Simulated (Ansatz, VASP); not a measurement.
## LiNbO3: VASP beside Ansatz

```
Li Nb O
1.0
     2.56708    1.48210    4.60909
    -2.56708    1.48210    4.60909
     0.00000   -2.96421    4.60909
Li Nb O
2 2 6
Direct
  0.30165 0.30165 0.30165
  0.80165 0.80165 0.80165
  0.01928 0.01928 0.01928
  0.51928 0.51928 0.51928
  0.13004 0.38085 0.73938
  0.73938 0.13004 0.38085
  0.38085 0.73938 0.13004
  0.23938 0.88085 0.63004
  0.88085 0.63004 0.23938
  0.63004 0.23938 0.88085
```

Alike in both runs: functional PBEsol; k mesh 4 × 4 × 4; no spin polarisation.

Ansatz relaxed the structure, and its values are those at the end. VASP's run is a single point on that final structure, the one shown.

|  | VASP | Ansatz |
| --- | --- | --- |
| version | VASP 6.6.1 | Ansatz 0.2.0 |
| potentials or method | VASP PAW PBE potentials, release 64 (Li_sv, Nb_sv, O) | scalar-relativistic, plane waves, PAW |
| plane-wave cutoff (eV) | 520 | 420 |
| occupations | gaussian, width 0.01 eV | fixed |
| valence electrons in the cell | 68 | 68 |

Ansatz gave:

```
gap on the k mesh at the Fermi level (eV) : 3.54
least direct gap on the mesh (eV)         : 3.54
rms of the force components (eV/Å)        : 0.000
```

Task: Which values does VASP return?

Result: gap on the k mesh at the Fermi level (eV): 3.53; least direct gap on the mesh (eV): 3.53; rms of the force components (eV/Å): 0.016.

VASP's potentials were made for PBE, not for PBEsol, and Ansatz warns of the same on its side.

Noted on VASP's run: the cutoff is short for stress, so the pressure is rough.
